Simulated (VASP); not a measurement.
Set up this calculation in VASP 6.6.1, as the native input.

```
Task                   : single point
Functional             : PBE
Potentials or basis    : VASP PAW PBE potentials, release 64 (Pd, Pt, Se)
Cutoff                 : 500 eV
k mesh                 : 6 × 6 × 6
Occupations            : gaussian, width 0.1 eV
Spin                   : no spin polarisation
Dipole correction      : no
Further INCAR settings : ALGO = Normal; EDIFF = 1e-06; NBANDS = 78
```

The structure of Pd3PtSe4 lies in POSCAR:

```
Pd3PtSe4
1.0
    6.7673187336      0.0000000000      0.0000000000
    0.0000000000      6.7673187336      0.0000000000
    0.0000000000      0.0000000000      6.9636995721
Pd Pt Se
6 2 8
Direct
    0.2600482145      0.5302166508      0.5000000000
    0.7399517855      0.4697833492      0.5000000000
    0.5302166508      0.7399517855      0.0000000000
    0.4697833492      0.2600482145      0.0000000000
    0.0000000000      0.0000000000      0.7500000000
    0.0000000000      0.0000000000      0.2500000000
    0.0000000000      0.5000000000      0.0000000000
    0.5000000000      0.0000000000      0.5000000000
    0.1937566808      0.3078041885      0.7716482803
    0.1937566808      0.3078041885      0.2283517197
    0.8062433192      0.6921958115      0.2283517197
    0.8062433192      0.6921958115      0.7716482803
    0.3078041885      0.8062433192      0.2716482803
    0.3078041885      0.8062433192      0.7283517197
    0.6921958115      0.1937566808      0.7283517197
    0.6921958115      0.1937566808      0.2716482803
```

These files were run (other wordings do the same):

INCAR

```
ALGO     = Normal         # electronic algorithm
EDIFF    = 1E-6           # SCF threshold, eV
ENCUT    = 500            # plane-wave cutoff, eV
GGA      = PE             # functional
GGA_COMPAT= F            
ISIF     = 2              # what is computed and relaxed
ISMEAR   = 0              # smearing method
LASPH    = T              # aspherical terms in the spheres
LCHARG   = F              # write CHGCAR
LREAL    = F              # projectors in reciprocal space
LWAVE    = F              # write WAVECAR
NBANDS   = 78             # bands
NELM     = 120            # most SCF steps
PREC     = Accurate       # precision mode
SIGMA    = 0.1            # smearing width, eV
```

KPOINTS

```
k-points
0
Gamma
  6 6 6
```

Potentials or basis: VASP PAW PBE potentials, release 64 (Pd, Pt, Se).

Command:

```sh
$ cat potpaw_PBE.64/Pd/POTCAR potpaw_PBE.64/Pt/POTCAR potpaw_PBE.64/Se/POTCAR > POTCAR
$ mpirun -np 1 vasp_std > vasp.out
```

Results of the run:

```
Pressure               : 3.2 GPa
Largest force          : 0.008 eV/Å
Band gap on the k mesh : zero (bands 64 and 65 overlap by 0.23 eV)
```

Caveat: the cell stands under pressure; spin-orbit coupling is left out, which moves the levels of the heavy elements.

Wall time 24 min on 1 thread of Intel(R) Xeon(R) Platinum 8488C (Sapphire Rapids), with other jobs on the host, peak memory 0.89 GiB.
